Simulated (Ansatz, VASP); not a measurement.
**One calculation of MgO, two programs**

```
Mg O
1.0
     0.00000    2.12850    2.12850
     2.12850    0.00000    2.12850
     2.12850    2.12850    0.00000
Mg O
1 1
Direct
  0.00000 0.00000 0.00000
  0.50000 0.50000 0.50000
```

Alike in both runs: task single point; functional LDA; k mesh 9 × 9 × 9; no spin polarisation.

|  | VASP | Ansatz |
| --- | --- | --- |
| version | VASP 6.6.1 | Ansatz 0.2.0 |
| potentials or method | VASP PAW LDA potentials, release 64 (Mg, O), cutoff 600 eV | PAW, plane waves, scalar-relativistic |
| occupations | methfessel-paxton of order 1, width 0.15 eV | cold, width 0.15 eV |
| valence electrons in the cell | 8 | 16 |

```tsv
	VASP	Ansatz	Ansatz less VASP
pressure (GPa)	-12.3	-10.4	+1.90
```

LDA's correlation is that of Perdew and Zunger in VASP and of Perdew and Wang (1992) in Ansatz. VASP's potentials hold 8 valence electrons a cell and Ansatz's 16, so a difference there can come from the potentials and not from the codes.
